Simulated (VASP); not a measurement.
# NaCl: single point with PBEsol

NaCl:

```
CELL_PARAMETERS angstrom
0.00000 2.76096 2.83175
2.90254 0.00000 2.83175
2.90254 2.76096 0.00000
ATOMIC_POSITIONS crystal
Na 0.00000 0.00000 0.00000
Cl 0.50000 0.50000 0.50000
```

This cell differs from its parent crystal: strain +0.0250 x Voigt [1, -1, 0, 0, 0, 0].

* Program: VASP 6.6.1
* Task: single point
* Functional: PBEsol
* Potentials or basis: VASP PAW PBE potentials, release 64 (Na_pv, Cl)
* Cutoff: 520 eV
* k mesh: 8 × 8 × 8
* Occupations: gaussian, width 0.05 eV
* Spin: no spin polarisation

| Property | Result |
| --- | --- |
| Pressure | -0.6 GPa |
| Band gap on the k mesh | 4.87 eV, direct |

Stress tensor (GPa, compression positive):
```
-1.52  0.00  0.00
 0.00  0.33  0.00
 0.00  0.00 -0.74
```

Levels at points of the mesh, in eV from the valence-band top:
```csv
k point,band 3,band 4,band 5,band 6,band 7,band 8,band 9,band 10,band 11,band 12
"(0.00, 0.00, 0.00)",-20.68,-12.64,-0.04,-0.01,0.00,4.87,10.79,10.98,11.17,12.90
"(0.50, 0.00, 0.00)",-20.69,-12.30,-1.95,-0.31,-0.26,7.04,10.38,10.61,11.05,14.74
"(0.50, 0.50, 0.00)",-20.69,-12.25,-1.69,-0.69,-0.54,7.39,7.90,11.03,14.18,14.84
"(0.50, 0.00, 0.50)",-20.70,-12.23,-1.67,-0.71,-0.63,7.40,7.79,11.27,14.17,14.50
"(0.00, 0.50, 0.50)",-20.69,-12.28,-1.70,-0.60,-0.53,7.40,7.98,10.80,14.51,14.84
```

Run time: 47 s on 1 thread of Intel(R) Xeon(R) Platinum 8259CL CPU @ 2.50GHz (Skylake/Cascade Lake), on a shared host, peak memory 0.19 GiB.

Caveat: the cell differs from its parent crystal (strain +0.0250 x Voigt [1, -1, 0, 0, 0, 0]); the PAW data sets were made with another functional, which shifts forces and pressure a little. A k mesh can miss the band edges.
